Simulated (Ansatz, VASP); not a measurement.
# Two plane-wave programs on GdRe3

Contents of INCAR:

```
SYSTEM = GdRe3
PREC = Accurate ; ENCUT = 520
EDIFF = 1E-6 ; ISMEAR = 0
SIGMA = 0.05 ; LREAL = .False.
LASPH = .True. ; NELM = 150
ALGO = Normal ; ISIF = 2
LWAVE = .False. ; LCHARG = .False.
LMAXMIX = 6 ; LDAU = .True.
LDAUTYPE = 2 ; LDAUL = 3 -1
LDAUU = 6 0 ; LDAUJ = 0 0
LDAUPRINT = 1 ; GGA = PE
NBANDS = 28
```

The input KPOINTS:

```
regular mesh
0
Gamma
  8 8 8
  0 0 0
```

POSCAR

```
GdRe3
1.0
    4.1337201340      0.0000000000      0.0000000000
    0.0000000000      4.1337201340      0.0000000000
    0.0000000000      0.0000000000      4.1337201340
Gd Re
1 3
Direct
    0.0000000000      0.0000000000      0.0000000000
    0.0000000000      0.5000000000      0.5000000000
    0.5000000000      0.5000000000      0.0000000000
    0.5000000000      0.0000000000      0.5000000000
```

Input for Ansatz:

```yaml
crystal:
  lattice:
    - [4.133720134, 0.0, 0.0]
    - [0.0, 4.133720134, 0.0]
    - [0.0, 0.0, 4.133720134]
  atoms:
    - { symbol: Gd, position: [0.0, 0.0, 0.0] }
    - { symbol: Re, position: [0.0, 0.5, 0.5] }
    - { symbol: Re, position: [0.5, 0.5, 0.0] }
    - { symbol: Re, position: [0.5, 0.0, 0.5] }
basis:
  ecutwfc: 420
  ecutrho_ratio: 4
kpoints:
  mp_grid: { grid: [8, 8, 8] }
hamiltonian:
  xc: pbe
  hubbard: { sites: [{ species: Gd, l: f, u_eff: 6.0 }] }
scf:
  occupations: { method: gaussian, width: 0.05 }
output:
  forces: true
  stress: true
  eigenvalues: true
  populations: true
  hubbard: { sites: [{ species: Gd, l: f }] }
```

Alike in both runs: task single point; functional PBE; k mesh 8 × 8 × 8; occupations gaussian, width 0.05 eV; no spin polarisation; Hubbard terms Gd f U = 6.0 eV.

```csv
,VASP,Ansatz
version,VASP 6.6.1,Ansatz 0.2.0
potentials or method,"VASP PAW PBE potentials, release 64 (Gd, Re), cutoff 520 eV","scalar-relativistic, plane waves, PAW"
valence electrons in the cell,39,63
```

```tsv
	VASP	Ansatz	Ansatz less VASP
gap on the k mesh at the Fermi level (eV)	none	none	-
pressure (GPa)	-10.8	-5.5	+5.28
```

The programs project onto different local orbitals, so the same U acts differently, and such runs can settle in different states. A gap of «none» marks a metal or a gap that the smearing closes. VASP's potentials hold 39 valence electrons a cell and Ansatz's 63, so a difference there can come from the potentials and not from the codes. Ansatz's warnings: filled band counts differ across k points.

Neither program's run includes spin-orbit coupling.
